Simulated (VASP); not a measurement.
# Fe (Im-3m) in VASP: a series of runs

Runs on Fe. Level: PBE. Tasks: single point.

All numbers are computed with VASP 6.6.1; they aren't measurements. Logs are shortened: lines on timing, memory, paths and dates and some standing lists are left out, and cuts for length are marked.

### Step 1. The cell of the first run

Symmetry: Im-3m, No. 229, cubic system. The conventional cell has a = 2.850 Å, b = 2.850 Å, c = 2.850 Å, α = 90.00°, β = 90.00°, γ = 90.00°. Fe (site symmetry m-3m) has 14 Fe at 2.47 to 2.85 Å within 3.3 Å.

### Step 2. Single point, PBE, collinear spin, ferromagnetic start (11.57 Å³/atom)

The input, INCAR:

```
SYSTEM = Fe
  PREC = Accurate
  ENCUT = 520
  EDIFF = 1E-7
  ISMEAR = 0
  SIGMA = 0.05
  LREAL = .FALSE.
  LASPH = .TRUE.
  NELM = 150
  ALGO = Fast
  ISIF = 2
  LWAVE = .FALSE.
  LCHARG = .FALSE.
  ISPIN = 2
  MAGMOM = 2.43
  LORBIT = 11
  LMAXMIX = 4
  GGA = PE
  NBANDS = 14
```

The input, KPOINTS:

```
Automatic mesh
0
G
  22 22 22
  0 0 0
```

The input, POSCAR:

```
Fe
1.0
   -1.4249683288      1.4249683288      1.4249683288
    1.4249683288     -1.4249683288      1.4249683288
    1.4249683288      1.4249683288     -1.4249683288
Fe
1
Direct
    0.0000000000      0.0000000000      0.0000000000
```

Potentials or basis: VASP PAW PBE potentials, release 64 (Fe).

Command:

```bash
$ cat potpaw_PBE.64/Fe/POTCAR > POTCAR
$ mpirun -np 1 vasp_std > vasp.out
```

OUTCAR:

```text
SYSTEM = Fe
   PREC = Accurate
   ENCUT = 520
   EDIFF = 1E-7
   ISMEAR = 0
   LREAL = .FALSE.
   LASPH = .TRUE.
   NELM = 150
   ISIF = 2
   ISPIN = 2
   LORBIT = 11
   GGA = PE

 ion  position               nearest neighbor table
   1  0.000  0.000  0.000-

  LATTYP: Found a body centered cubic cell.
 ALAT       =     2.8499366576

  Lattice vectors:

 A1 = (  -1.4249683288,   1.4249683288,   1.4249683288)
 A2 = (   1.4249683288,  -1.4249683288,   1.4249683288)
 A3 = (   1.4249683288,   1.4249683288,  -1.4249683288)

Analysis of symmetry for initial positions (statically):
=====================================================================
 Subroutine PRICEL returns:
 Original cell was already a primitive cell.

 Routine SETGRP: Setting up the symmetry group for a
 body centered cubic supercell.

 Subroutine GETGRP returns: Found 48 space group operations
 (whereof 48 operations were pure point group operations)
 out of a pool of 48 trial point group operations.

The static configuration has the point symmetry O_h .

Analysis of symmetry for dynamics (positions and initial velocities):
=====================================================================
 Subroutine PRICEL returns:
 Original cell was already a primitive cell.

 Routine SETGRP: Setting up the symmetry group for a
 body centered cubic supercell.

 Subroutine GETGRP returns: Found 48 space group operations
 (whereof 48 operations were pure point group operations)
 out of a pool of 48 trial point group operations.

The dynamic configuration has the point symmetry O_h .

Analysis of structural, dynamic, and magnetic symmetry:
=====================================================================
 Subroutine PRICEL returns:
 Original cell was already a primitive cell.

 Routine SETGRP: Setting up the symmetry group for a
 body centered cubic supercell.

 Subroutine GETGRP returns: Found 48 space group operations
 (whereof 48 operations were pure point group operations)
 out of a pool of 48 trial point group operations.

The overall configuration has the point symmetry O_h .

 Subroutine INISYM returns: Found 48 space group operations
 (whereof 48 operations are pure point group operations),
 and found     1 'primitive' translations

----------------------------------------------------------------------------------------

                                     Primitive cell

  volume of cell :      11.5738

  direct lattice vectors                    reciprocal lattice vectors
    -1.424968329  1.424968329  1.424968329     0.000000000  0.350884992  0.350884992
     1.424968329 -1.424968329  1.424968329     0.350884992  0.000000000  0.350884992
     1.424968329  1.424968329 -1.424968329     0.350884992  0.350884992  0.000000000

  length of vectors
     2.468117545  2.468117545  2.468117545     0.496226314  0.496226314  0.496226314

  position of ions in fractional coordinates (direct lattice)
     0.000000000  0.000000000  0.000000000

  ion indices of the primitive-cell ions
   primitive index   ion index
                 1           1

----------------------------------------------------------------------------------------

 KPOINTS: Automatic mesh

Automatic generation of k-mesh.
 Grid dimensions read from file:
 generate k-points for:   22   22   22

 Generating k-lattice:

  Cartesian coordinates                     Fractional coordinates (reciprocal lattice)
     0.000000000  0.015949318  0.015949318     0.045454545  0.000000000  0.000000000
     0.015949318  0.000000000  0.015949318     0.000000000  0.045454545  0.000000000
     0.015949318  0.015949318  0.000000000     0.000000000  0.000000000  0.045454545

  Length of vectors
     0.022555742  0.022555742  0.022555742

  Shift w.r.t. Gamma in fractional coordinates (k-lattice)
     0.000000000  0.000000000  0.000000000

 Subroutine IBZKPT returns following result:
 ===========================================

 Found    328 irreducible k-points:

 Following reciprocal coordinates:
            Coordinates               Weight
  0.000000  0.000000  0.000000      1.000000
  0.045455  0.000000  0.000000     12.000000
  0.090909  0.000000  0.000000     12.000000
  0.136364  0.000000  0.000000     12.000000
  0.181818  0.000000  0.000000     12.000000
  0.227273  0.000000  0.000000     12.000000
[... 16 lines left out ...]
  0.090909  0.090909  0.000000     24.000000
  0.136364  0.090909  0.000000     48.000000
 [... further k-points ...]
   k-points           NKPTS =    328   k-points in BZ     NKDIM =    328   number of bands    NBANDS=     14
   number of dos      NEDOS =    301   number of ions     NIONS =      1
   total plane-waves  NPLWV =   5832
   dimension x,y,z NGX =    18 NGY =   18 NGZ =   18
   dimension x,y,z NGXF=    36 NGYF=   36 NGZF=   36
   ions per type =               1
   NGX,Y,Z   is equivalent  to a cutoff of  12.12, 12.12, 12.12 a.u.
   NGXF,Y,Z  is equivalent  to a cutoff of  24.25, 24.25, 24.25 a.u.
 SYSTEM =  Fe
   PREC   = accura    normal or accurate (medium, high low for compatibility)
   ISTART =      0    job   : 0-new  1-cont  2-samecut
   ICHARG =      2    charge: 1-file 2-atom 10-const
   ISPIN  =      2    spin polarized calculation?
   LNONCOLLINEAR =      F non collinear calculations
   LSORBIT =      F    spin-orbit coupling
   LASPH  =      T    aspherical Exc in radial PAW
   ENCUT  =  520.0 eV  38.22 Ry    6.18 a.u.   4.59  4.59  4.59*2*pi/ulx,y,z
   NELM   =    150;   NELMIN=  2; NELMDL= -5     # of ELM steps
   EDIFF  = 0.1E-06   stopping-criterion for ELM
   LREAL  =      F    real-space projection
   EDIFFG = 0.1E-05   stopping-criterion for IOM
   NSW    =      0    number of steps for IOM
   IBRION =     -1    ionic relax: 0-MD 1-quasi-New 2-CG
   NFREE  =      0    steps in history (QN), initial steepest desc. (CG)
   ISIF   =      2    stress and relaxation
   ISYM   =      2    0-nonsym 1-usesym 2-fastsym
   POTIM  = 0.5000    time-step for ionic-motion
   TEBEG  =    0.0;   TEEND  =   0.0 temperature during run
   PSTRESS=    0.0 pullay stress
   NELECT =       8.0000    total number of electrons
   NUPDOWN=      -1.0000    fix difference up-down
   EMIN   =  10.00;   EMAX   =-10.00  energy-range for DOS
   EFERMI =   0.00;   METHOD = LEGACY
   ISMEAR =     0;   SIGMA  =   0.05  broadening in eV -4-tet -1-fermi 0-gaus
   EFERMI_NEDOS =   21; number of points for ismear=-14 and -15
   IALGO  =     68    algorithm
   IMIX   =      4    mixing-type and parameters
     AMIX     =   0.40;   BMIX     =  1.00
     AMIX_MAG =   1.60;   BMIX_MAG =  1.00
  volume/ion in A,a.u.               =      11.57        78.10
  Fermi-wavevector in a.u.,A,eV,Ry     =   1.447481  2.735343 28.506954  2.095202
  Thomas-Fermi vector in A             =   2.565431
   LORBIT       =     11    0 simple, 1 ext, 2 COOP (PROOUT), +10 PAW based schemes
   GGA     = PE    functional components
   LHFCALC =     F    Hartree Fock is set to
   AEXX    =    0.0000 exact exchange contribution
   IVDW    =     0    specifies the selected vdW correction
   LEPSILON=     F    determine dielectric tensor
   LRPA    =     F    only Hartree local field effects (RPA)
 spin polarized calculation
 RMM-DIIS sequential band-by-band and
 Gauss-broadening in eV      SIGMA  =   0.05
  energy-cutoff  :      520.00
  volume of cell :       11.57
 maximum number of plane-waves:       325
   NGX =  9   NGY =  9   NGZ =  9

 number of electron       8.0000005 magnetization       2.2106962

 Free energy of the ion-electron system (eV)
  ---------------------------------------------------
  ext. energy  EPLUGINS =         0.00000000
  ---------------------------------------------------
  free energy    TOTEN  =        -8.24027074 eV

  energy without entropy =       -8.23898906  energy(sigma->0) =       -8.23962990

 E-fermi :   5.6072     XC(G=0): -13.0121

 val. band max:        5.6049404112   @ k =  -0.4545   0.5000   0.0455
 cond. band min:       5.6083567369   @ k =  -0.4091   0.4545   0.3636
 fundamental gap:      0.0034163257
 Fermi energy:         5.6072305832

 spin component 1

 k-point     1 :       0.0000    0.0000    0.0000
  band No.  band energies     occupation
      1      -2.6905      1.00000
      2       3.3643      1.00000
      3       3.3643      1.00000
      4       3.3643      1.00000
      5       4.5345      1.00000
      6       4.5345      1.00000
      7      30.4727      0.00000
      8      30.4727      0.00000
      9      30.4727      0.00000
     10      35.4350      0.00000
     11      35.4350      0.00000
     12      37.6357      0.00000
     13      37.6358      0.00000
     14      37.6485      0.00000
[... 375 lines left out ...]
 k-point    24 :       0.1364    0.0909    0.0000
  band No.  band energies     occupation
      1      -1.1837      1.00000
      2       3.0479      1.00000
      3       3.1437      1.00000
      4       4.2153      1.00000
      5       4.2881      1.00000
      6       4.6180      1.00000
      7      24.4581      0.00000
      8      26.1408      0.00000
      9      29.9797      0.00000
     10      30.7843      0.00000
     11      34.2946      0.00000
     12      35.6091      0.00000
     13      39.5365      0.00000
     14      39.7418      0.00000

 [... further k-points ...]

 spin component 2

 k-point     1 :       0.0000    0.0000    0.0000
  band No.  band energies     occupation
      1      -2.5247      1.00000
      2       5.2909      1.00000
      3       5.2911      1.00000
      4       5.2911      1.00000
      5       7.3057      0.00000
      6       7.3059      0.00000
      7      30.2149      0.00000
      8      30.2149      0.00000
      9      30.2149      0.00000
     10      35.6289      0.00000
     11      35.6290      0.00000
     12      38.9914      0.00000
     13      39.0872      0.00000
     14      39.0874      0.00000
[... 375 lines left out ...]
 k-point    24 :       0.1364    0.0909    0.0000
  band No.  band energies     occupation
      1      -0.9920      1.00000
      2       4.9000      1.00000
      3       5.0138      1.00000
      4       6.2068      0.00000
      5       6.9293      0.00000
      6       7.3961      0.00000
      7      24.8608      0.00000
      8      26.4654      0.00000
      9      30.5187      0.00000
     10      30.9132      0.00000
     11      34.6238      0.00000
     12      36.1747      0.00000
     13      39.9758      0.00000
     14      40.0795      0.00000

 [... further k-points ...]

------------------------ aborting loop because EDIFF is reached ----------------------------------------

  FORCE on cell =-STRESS in cart. coord.  units (eV):
  Direction    XX          YY          ZZ          XY          YZ          ZX
  --------------------------------------------------------------------------------------
  -------------------------------------------------------------------------------------
  Total       -0.2774432     -0.2774432     -0.2774432      0.0000000      0.0000000      0.0000000
  in kB      -38.4068778    -38.4068778    -38.4068778      0.0000000      0.0000000      0.0000000
  external PRESSURE =     -38.4068778 kB  Pullay stress =       0.0000000 kB

 VOLUME and BASIS-vectors are now :
 -----------------------------------------------------------------------------
  energy-cutoff  :      520.00
  volume of cell :       11.57
      direct lattice vectors                 reciprocal lattice vectors
    -1.424968329  1.424968329  1.424968329     0.000000000  0.350884992  0.350884992
     1.424968329 -1.424968329  1.424968329     0.350884992  0.000000000  0.350884992
     1.424968329  1.424968329 -1.424968329     0.350884992  0.350884992  0.000000000

 POSITION                                       TOTAL-FORCE (eV/Angst)
 -----------------------------------------------------------------------------------
      0.00000      0.00000      0.00000        -0.000000      0.000000     -0.000000
 -----------------------------------------------------------------------------------
    total drift:                                0.000000      0.000000      0.000000

  FREE ENERGIE OF THE ION-ELECTRON SYSTEM (eV)
  ---------------------------------------------------
  free  energy   TOTEN  =        -8.2402707448 eV

  energy  without entropy=       -8.2389890599  energy(sigma->0) =       -8.23962990

 total charge

# of ion       s       p       d       tot
------------------------------------------
    1        0.480   0.524   6.226   7.230

 magnetization (x)

# of ion       s       p       d       tot
------------------------------------------
    1       -0.013  -0.054   2.277   2.211
```

Run time: 65 s. Hardware: 1 thread of Intel Xeon Platinum 8559C (Emerald Rapids), shared host; peak memory 0.19 GiB.

What came out:

| Property | Result |
| --- | --- |
| Free energy | -8.2403 eV |
| Pressure | -3.8 GPa |
| Net moment | 2.21 μB per cell |
| Site moments | Fe +2.21 μB |
| Valence electrons inside the program's atomic spheres | Fe 7.23 |

Caveat: the cell stands under tension.

### Step 3. Single point, PBE, collinear spin, ferromagnetic start (11.80 Å³/atom)

This run uses another cell than the first one, of 11.80 Å³/atom.

The input, INCAR:

```
PREC     = Accurate       # precision mode
ENCUT    = 520            # plane-wave cutoff, eV
EDIFF    = 1E-7           # SCF threshold, eV
ISMEAR   = 0              # smearing method
SIGMA    = 0.05           # smearing width, eV
LREAL    = F              # projectors in reciprocal space
LASPH    = T              # aspherical terms in the spheres
NELM     = 150            # most SCF steps
ALGO     = Normal         # electronic algorithm
ISIF     = 2              # what is computed and relaxed
LWAVE    = F              # write WAVECAR
LCHARG   = F              # write CHGCAR
ISPIN    = 2              # spin polarisation
MAGMOM   = 2.46           # initial moments
LORBIT   = 11             # projections on sites
LMAXMIX  = 4              # l up to which the mixer works
GGA      = PE             # functional
NBANDS   = 14             # bands
```

The input, KPOINTS:

```
Automatic mesh
0
Gamma
  22 22 22
```

The input, POSCAR:

```
Fe
1.0
   -1.4342216291      1.4342216291      1.4342216291
    1.4342216291     -1.4342216291      1.4342216291
    1.4342216291      1.4342216291     -1.4342216291
Fe
1
Direct
    0.0000000000      0.0000000000      0.0000000000
```

Potentials or basis: VASP PAW PBE potentials, release 64 (Fe).

Command:

```bash
$ cat potpaw_PBE.64/Fe/POTCAR > POTCAR
$ mpirun -np 1 vasp_std > vasp.out
```

Run time: 53 s. Hardware: 1 thread of Intel Xeon Platinum 8559C (Emerald Rapids), shared host; peak memory 0.19 GiB.

It converged, with:

* Free energy: -8.2326 eV
* Pressure: -6.9 GPa
* Net moment: 2.25 μB per cell
* Site moments: Fe +2.25 μB
* Valence electrons inside the program's atomic spheres: Fe 7.19

Levels at points of the mesh, in eV from the Fermi level:
Spin up:
```tsv
k point	band 1	band 2	band 3	band 4	band 5	band 6	band 7	band 8	band 9	band 10
(0.00, 0.00, 0.00)	-8.17	-2.20	-2.20	-2.20	-1.06	-1.06	24.69	24.69	24.69	29.53
(0.50, 0.00, 0.00)	-4.69	-3.22	-1.00	-0.89	0.33	0.57	7.05	18.08	19.67	22.96
(0.50, 0.50, 0.50)	-4.60	-4.60	0.08	0.08	0.08	9.71	9.71	9.71	15.29	15.29
```
Spin down:
| k point | band 1 | band 2 | band 3 | band 4 | band 5 | band 6 | band 7 | band 8 |
| --- | --- | --- | --- | --- | --- | --- | --- | --- |
| (0.00, 0.00, 0.00) | -8.01 | -0.23 | -0.23 | -0.23 | 1.73 | 1.73 | 24.42 | 24.42 |
| (0.50, 0.00, 0.00) | -3.38 | -1.45 | 0.66 | 1.59 | 1.97 | 2.61 | 8.44 | 18.12 |
| (0.50, 0.50, 0.50) | -2.73 | -2.73 | 2.33 | 2.33 | 2.33 | 9.98 | 9.98 | 9.98 |

Caveat: the cell stands under tension.

### Step 4. Single point, PBE, collinear spin, ferromagnetic start

This run uses another cell than the first one: it holds 2 atoms, not 1.

The input, INCAR:

```
PREC = Accurate
ENCUT = 520
EDIFF = 1E-6
ISMEAR = 0
SIGMA = 0.05
LREAL = False
LASPH = True
NELM = 150
ALGO = Normal
ISIF = 2
LWAVE = False
LCHARG = False
ISPIN = 2
MAGMOM = 2.5 2.5
LORBIT = 11
LMAXMIX = 4
GGA = PE
NBANDS = 19
```

The input, KPOINTS:

```
regular mesh
0
Gamma
  16 16 16
```

The input, POSCAR:

```
Fe
1.0
    2.8311865314      0.0000000000      0.0000000000
    0.0000000000      2.8311865314      0.0000000000
    0.0000000000      0.0000000000      2.8311865314
Fe
2
Direct
    0.0000000000      0.0000000000      0.0000000000
    0.5000000000      0.5000000000      0.5000000000
```

Command:

```bash
$ cat potpaw_PBE.64/Fe/POTCAR > POTCAR
$ mpirun -np 1 vasp_std > vasp.out
```

It took 53 s on 1 thread of Intel Xeon Platinum 8559C (Emerald Rapids), shared host; peak memory 0.22 GiB.

Results (log left out):

```
Free energy                                           : -16.4877 eV
Pressure                                              : 0.0 GPa
Net moment                                            : 4.38 μB per cell
Site moments                                          : Fe +2.19 μB
Valence electrons inside the program's atomic spheres : Fe 7.27
```

Levels at points of the mesh, in eV from the Fermi level:
Spin up:
| k point | band 7 | band 8 | band 9 | band 10 | band 11 | band 12 | band 13 | band 14 |
| --- | --- | --- | --- | --- | --- | --- | --- | --- |
| (0.00, 0.00, 0.00) | -1.09 | -1.09 | 0.12 | 0.12 | 0.12 | 9.95 | 9.95 | 9.95 |
| (0.50, 0.00, 0.00) | -1.86 | -1.86 | -1.12 | -1.12 | 0.22 | 0.22 | 17.11 | 17.11 |
| (0.50, 0.50, 0.00) | -0.90 | -0.90 | 0.39 | 0.39 | 0.52 | 0.52 | 7.37 | 7.37 |
| (0.50, 0.50, 0.50) | -0.87 | -0.87 | -0.87 | -0.87 | 8.65 | 8.65 | 8.65 | 8.65 |
Spin down:
```
           k point  band 3  band 4  band 5  band 6  band 7  band 8  band 9  band 10
(0.00, 0.00, 0.00)   -3.03   -0.40   -0.40   -0.40    1.66    1.66    2.30     2.30
(0.50, 0.00, 0.00)   -0.77   -0.77   -0.02   -0.02   -0.02   -0.02    0.91     0.91
(0.50, 0.50, 0.00)   -1.68   -1.68    0.63    0.63    1.51    1.51    1.92     1.92
(0.50, 0.50, 0.50)   -1.84   -1.84   -1.84   -1.84    1.97    1.97    1.97     1.97
```

### Step 5. The runs side by side

| cell | k mesh | gap on the mesh (eV) | pressure (GPa) | moment (μB) |
| --- | --- | --- | --- | --- |
| a = 2.468 Å, angles 109.5°, 1 atom, atomic positions A | 22 × 22 × 22 | none | -3.8 | 2.21 |
| a = 2.484 Å, angles 109.5°, 1 atom, atomic positions A | 22 × 22 × 22 | none | -6.9 | 2.25 |
| a = 2.831 Å, 2 atoms, atomic positions B | 16 × 16 × 16 | none | 0.0 | 4.38 |

Alike in all rows: task single point; level PBE; potentials or basis VASP PAW PBE potentials, release 64 (Fe); spin collinear, ferromagnetic start; cutoff (eV) 520; smearing gaussian 0.05 eV.

Caveats: the cell stands under tension (at least some runs).

Total energies depend on the potentials used, so only differences within one code and one set of settings carry meaning.
